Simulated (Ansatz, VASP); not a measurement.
## Cd3F8 in VASP and in Ansatz

```
CELL_PARAMETERS angstrom
3.80723 0.00000 0.00000
-1.90361 3.29716 0.00000
0.00000 0.00000 25.88006
ATOMIC_POSITIONS crystal
F 0.66667 0.33333 0.29993
F 0.00000 0.00000 0.35989
F 0.33333 0.66667 0.41313
F 0.66667 0.33333 0.46899
F 0.00000 0.00000 0.53101
F 0.33333 0.66667 0.58687
F 0.66667 0.33333 0.64012
F 0.00000 0.00000 0.70007
Cd 0.66667 0.33333 0.37962
Cd 0.33333 0.66667 0.50000
Cd 0.00000 0.00000 0.62038
```

Alike in both runs: functional PBEsol; k mesh 9 × 9 × 1; occupations gaussian, width 0.05 eV; no spin polarisation.

Ansatz relaxed the structure, and its values are those at the end. VASP's run is a single point on that final structure, the one shown.

|  | VASP | Ansatz |
| --- | --- | --- |
| version | VASP 6.6.1 | Ansatz 0.2.0 |
| potentials or method | VASP PAW PBE potentials, release 64 (F, Cd), cutoff 520 eV | scalar-relativistic, plane waves, PAW |
| valence electrons in the cell | 92 | 116 |

VASP gave:

```
gap on the k mesh at the Fermi level (eV)  : none
rms of the force components (eV/Å)         : 0.063
work function, face that differs most (eV) : 10.68
```

Q: Estimate Ansatz's values.

A: gap on the k mesh at the Fermi level (eV): none; rms of the force components (eV/Å): 0.003; work function, face that differs most (eV): 10.68.

VASP's potentials were made for PBE, not for PBEsol. A gap of «none» marks a metal or a gap that the smearing closes. VASP's potentials hold 92 valence electrons a cell and Ansatz's 116, so a difference there can come from the potentials and not from the codes. Ansatz's warnings: published levels not confirmed.
